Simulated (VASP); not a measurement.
# As2Se (I4_1/amd) in VASP: notebook, part 2 of 2

VASP 6.6.1. The steps go on from the part before.

## 3. Relaxation of shape and atoms at fixed volume, PBEsol (22.26 Å³/atom)

This run uses another cell than the first one, of 22.26 Å³/atom.

File INCAR:

```
  ALGO = Fast
  EDIFF = 1E-6
  EDIFFG = -0.01
  ENCUT = 600
  GGA = PS
  IBRION = 2
  ISIF = 4
  ISMEAR = 0
  LASPH = T
  LCHARG = F
  LREAL = F
  LWAVE = F
  NELM = 80
  NSW = 50
  PREC = Accurate
  SIGMA = 0.1
```

File KPOINTS:

```
k-points
0
Gamma
  8 8 8
```

File POSCAR:

```
As2Se
1.0
   -3.5490697657      3.5490697657      2.6504008782
    3.5490697657     -3.5490697657      2.6504008782
    3.5490697657      3.5490697657     -2.6504008782
As Se
4 2
Direct
    0.8750000000      0.1250000000      0.7500000000
    0.3750000000      0.1250000000      0.2500000000
    0.8750000000      0.6250000000      0.7500000000
    0.8750000000      0.1250000000      0.2500000000
    0.5000000000      0.5000000000      0.0000000000
    0.2500000000      0.7500000000      0.5000000000
```

Potentials or basis: VASP PAW PBE potentials, release 64 (As, Se).

Command:

```sh
$ cat potpaw_PBE.64/As/POTCAR potpaw_PBE.64/Se/POTCAR > POTCAR
$ mpirun -np 1 vasp_std > vasp.out
```

OUTCAR:

```text
EDIFF = 1E-6
   EDIFFG = -0.01
   ENCUT = 600
   GGA = PS
   IBRION = 2
   ISIF = 4
   ISMEAR = 0
   LASPH = T
   LREAL = F
   NELM = 80
   NSW = 50
   PREC = Accurate

 ion  position               nearest neighbor table
   1  0.875  0.125  0.750-   5 2.66   6 2.66   4 2.84   4 2.84   3 2.84   3 2.84
   2  0.375  0.125  0.250-   5 2.66   6 2.66   3 2.84   4 2.84   4 2.84   3 2.84
   3  0.875  0.625  0.750-   5 2.66   6 2.66   1 2.84   2 2.84   1 2.84   2 2.84
   4  0.875  0.125  0.250-   6 2.66   5 2.66   2 2.84   1 2.84   1 2.84   2 2.84
   5  0.500  0.500  0.000-   4 2.66   2 2.66   3 2.66   1 2.66
   6  0.250  0.750  0.500-   1 2.66   2 2.66   3 2.66   4 2.66

  LATTYP: Found a body centered tetragonal cell.
 ALAT       =     7.0981395314
 C/A-ratio  =     0.7467874832

  Lattice vectors:

 A1 = (  -3.5490697657,   3.5490697657,   2.6504008782)
 A2 = (   3.5490697657,  -3.5490697657,   2.6504008782)
 A3 = (   3.5490697657,   3.5490697657,  -2.6504008782)

Analysis of symmetry for initial positions (statically):
=====================================================================
 Subroutine PRICEL returns:
 Original cell was already a primitive cell.

 Routine SETGRP: Setting up the symmetry group for a
 body centered tetragonal supercell.
[... 183 lines left out ...]

  FORCE on cell =-STRESS in cart. coord.  units (eV):
  Direction    XX          YY          ZZ          XY          YZ          ZX
  --------------------------------------------------------------------------------------
  -------------------------------------------------------------------------------------
  Total       -3.0368501     -3.0368501     -3.5403600      0.0000000      0.0000000      0.0000000
  in kB      -36.4362189    -36.4362189    -42.4773459      0.0000000      0.0000000      0.0000000
  external PRESSURE =     -38.4499279 kB  Pullay stress =       0.0000000 kB
[... 67 lines left out ...]
--------------------------------------- Ionic step        3  -------------------------------------------

 number of electron      31.9999998 magnetization

 Free energy of the ion-electron system (eV)
  ---------------------------------------------------
  ext. energy  EPLUGINS =         0.00000000
  ---------------------------------------------------
  free energy    TOTEN  =       -27.79225127 eV

  energy without entropy =      -27.77997037  energy(sigma->0) =      -27.78611082

 E-fermi :   4.5326     XC(G=0): -10.0363

 val. band max:        4.5275938781   @ k =   0.5000   0.5000   0.2500
 cond. band min:       4.5578424004   @ k =   0.5000  -0.0000   0.0000
 fundamental gap:      0.0302485223
 Fermi energy:         4.5325832736

 k-point     1 :       0.0000    0.0000    0.0000
  band No.  band energies     occupation
      1     -10.4755      2.00000
      2      -8.3818      2.00000
      3      -5.8383      2.00000
      4      -5.8383      2.00000
      5      -5.8135      2.00000
      6      -4.1760      2.00000
[... 541 lines left out ...]
     19       6.3994      0.00000
     20       7.0497      0.00000

 [... further k-points ...]
[... 5 lines left out ...]
  --------------------------------------------------------------------------------------
  -------------------------------------------------------------------------------------
  Total       -3.0931753     -3.0931753     -3.1716592      0.0000000      0.0000000      0.0000000
  in kB      -37.1120112    -37.1120112    -38.0536633      0.0000000      0.0000000      0.0000000
  external PRESSURE =     -37.4258953 kB  Pullay stress =       0.0000000 kB
[... 21 lines left out ...]
  FREE ENERGIE OF THE ION-ELECTRON SYSTEM (eV)
  ---------------------------------------------------
  free  energy   TOTEN  =       -27.7922512721 eV

  energy  without entropy=      -27.7799703721  energy(sigma->0) =      -27.78611082

 reached required accuracy - stopping structural energy minimisation
```

OSZICAR:

```text
N       E                     dE             d eps       ncg     rms          rms(c)
DAV:   1     0.160123073839E+03    0.16012E+03   -0.14168E+04  2360   0.152E+03
DAV:   2    -0.141235813709E+02   -0.17425E+03   -0.16937E+03  3124   0.209E+02
DAV:   3    -0.274914061943E+02   -0.13368E+02   -0.12956E+02  2904   0.614E+01
DAV:   4    -0.278727696699E+02   -0.38136E+00   -0.36883E+00  3156   0.952E+00
[... 19 lines left out ...]
DAV:   1    -0.277923624224E+02   -0.40831E-03   -0.18869E-02  2624   0.692E-01    0.712E-02
RMM:   2    -0.277922893853E+02    0.73037E-04   -0.56248E-04  2360   0.138E-01    0.375E-02
RMM:   3    -0.277922480437E+02    0.41342E-04   -0.17992E-04  2407   0.653E-02    0.719E-03
RMM:   4    -0.277922509082E+02   -0.28645E-05   -0.40108E-05  2553   0.267E-02    0.394E-03
RMM:   5    -0.277922512721E+02   -0.36389E-06   -0.53399E-06  1805   0.104E-02
   3 F= -.27792251E+02 E0= -.27786111E+02  d E =-.134492E-02
```

CONTCAR:

```text
As2Se
   1.00000000000000
    -3.5570372940243993    3.5570372940243993    2.6385407306551034
     3.5570372940243993   -3.5570372940243993    2.6385407306551034
     3.5570372940243993    3.5570372940243993   -2.6385407306551034
  As              Se
     4     2
Direct
     0.8750000000000000    0.1250000000000000    0.7500000000000000
     0.3750000000000000    0.1250000000000000    0.2500000000000000
     0.8750000000000000    0.6250000000000000    0.7500000000000000
     0.8750000000000000    0.1250000000000000    0.2500000000000000
     0.5000000000000000    0.5000000000000000    0.0000000000000000
     0.2500000000000000    0.7500000000000000    0.5000000000000000

  0.00000000E+00  0.00000000E+00  0.00000000E+00
  0.00000000E+00  0.00000000E+00  0.00000000E+00
  0.00000000E+00  0.00000000E+00  0.00000000E+00
  0.00000000E+00  0.00000000E+00  0.00000000E+00
  0.00000000E+00  0.00000000E+00  0.00000000E+00
  0.00000000E+00  0.00000000E+00  0.00000000E+00
```

It took 15 min on 1 thread of Oxide Virtual Turin-like, shared host; peak memory 0.42 GiB.

What came out:

| Item | Value |
| --- | --- |
| Free energy | -27.7923 eV |
| Energy gained by relaxing | 0.2 meV/atom |
| Ionic steps | 3 |
| Pressure after relaxing | -3.7 GPa |
| Band gap on the k mesh | zero (bands 16 and 17 overlap by 0.42 eV) |

The path:
```tsv
step	energy change (eV)	largest force (eV/Å)	pressure (GPa)	volume (Å³)
1	0.0000	0.0000	-3.84	133.54
2	-0.0010	0.0000	-3.78	133.54
3	-0.0013	0.0000	-3.74	133.54
```

Final structure:
```
As Se
1.0
    -3.55704    3.55704    2.63854
     3.55704   -3.55704    2.63854
     3.55704    3.55704   -2.63854
As Se
4 2
Direct
  0.87500 0.12500 0.75000
  0.37500 0.12500 0.25000
  0.87500 0.62500 0.75000
  0.87500 0.12500 0.25000
  0.50000 0.50000 0.00000
  0.25000 0.75000 0.50000
```

Levels at points of the mesh, in eV from the Fermi level:
```
           k point  band 13  band 14  band 15  band 16  band 17  band 18  band 19  band 20
(0.00, 0.00, 0.00)    -2.89    -2.62    -2.62    -1.11     2.33     2.98     2.98     3.38
(0.50, 0.00, 0.00)    -1.76    -1.44    -0.48     0.03     0.19     0.52     1.44     2.65
(0.50, 0.50, 0.00)    -1.31    -1.31    -1.15    -1.15    -0.06    -0.06     1.82     1.82
(0.50, 0.50, 0.50)    -0.64    -0.64    -0.35    -0.35     0.20     0.20     0.41     0.41
```

Caveat: the PAW data sets were made with another functional, which shifts forces and pressure a little.

## 4. Relaxation of shape and atoms at fixed volume, PBEsol (23.10 Å³/atom)

This run uses another cell than the first one, of 23.10 Å³/atom.

File INCAR:

```
PREC = Accurate
ENCUT = 600
EDIFF = 1E-6
ISMEAR = 0
SIGMA = 0.1
LREAL = False
LASPH = True
NELM = 80
ALGO = Fast
ISIF = 4
LWAVE = False
LCHARG = False
GGA = PS
IBRION = 2
NSW = 50
EDIFFG = -0.01
```

File KPOINTS:

```
regular mesh
0
Gamma
  8 8 8
```

Edit POSCAR of step 3 so:

```diff
@@ -2,5 +2,5 @@
 1.0
-   -3.5490697657      3.5490697657      2.6504008782
-    3.5490697657     -3.5490697657      2.6504008782
-    3.5490697657      3.5490697657     -2.6504008782
+   -3.6036541777      3.6036541777      2.6677261429
+    3.6036541777     -3.6036541777      2.6677261429
+    3.6036541777      3.6036541777     -2.6677261429
 As Se
```

Command:

```sh
$ cat potpaw_PBE.64/As/POTCAR potpaw_PBE.64/Se/POTCAR > POTCAR
$ mpirun -np 1 vasp_std > vasp.out
```

It took 13 min on 1 thread of Oxide Virtual Turin-like, shared host; peak memory 0.42 GiB.

Results (log left out):

```yaml
Free_energy: -27.6424 eV
Energy_gained_by_relaxing: 0.4 meV/atom
Ionic_steps: 3
Pressure_after_relaxing: -5.8 GPa
Band_gap_on_the_k_mesh: zero (bands 16 and 17 overlap by 0.42 eV)
```

The path:
```csv
step,energy change (eV),largest force (eV/Å),pressure (GPa),volume (Å³)
1,0.0000,0.0000,-5.88,138.58
2,-0.0016,0.0000,-5.81,138.58
3,-0.0021,0.0000,-5.75,138.58
```

Final structure:
```
As Se
1.0
    -3.61525    3.61525    2.65064
     3.61525   -3.61525    2.65064
     3.61525    3.61525   -2.65064
As Se
4 2
Direct
  0.87500 0.12500 0.75000
  0.37500 0.12500 0.25000
  0.87500 0.62500 0.75000
  0.87500 0.12500 0.25000
  0.50000 0.50000 0.00000
  0.25000 0.75000 0.50000
```

Levels at points of the mesh, in eV from the Fermi level:
```tsv
k point	band 13	band 14	band 15	band 16	band 17	band 18	band 19	band 20
(0.00, 0.00, 0.00)	-2.81	-2.45	-2.45	-1.15	2.22	2.88	2.88	3.47
(0.50, 0.00, 0.00)	-1.71	-1.39	-0.44	0.08	0.20	0.53	1.37	2.68
(0.50, 0.50, 0.00)	-1.23	-1.23	-1.09	-1.09	-0.05	-0.05	1.79	1.79
(0.50, 0.50, 0.50)	-0.57	-0.57	-0.33	-0.33	0.10	0.10	0.38	0.38
```

Caveat: the PAW data sets were made with another functional, which shifts forces and pressure a little.

## 5. The runs side by side

```tsv
cell	gap on the mesh (eV)	pressure (GPa)
relaxed from a = 5.616 Å, angles 102.8, 102.8, 123.9°, 6 atoms	none	-1.9
relaxed from a = 5.676 Å, angles 102.6, 102.6, 124.3°, 6 atoms	none	-3.7
relaxed from a = 5.752 Å, angles 102.4, 102.4, 124.7°, 6 atoms	none	-5.8
```

Alike in all rows: task relaxation of shape and atoms at fixed volume; level PBEsol; potentials or basis VASP PAW PBE potentials, release 64 (As, Se); no spin polarisation; k mesh 8 × 8 × 8; cutoff (eV) 600; smearing gaussian 0.1 eV.

Caveats: the PAW data sets were made with another functional, which shifts forces and pressure a little.

Absolute energies hang on the potentials; compare differences alone.

The gap in the log of VASP goes by the Fermi energy; the results here count the filled bands.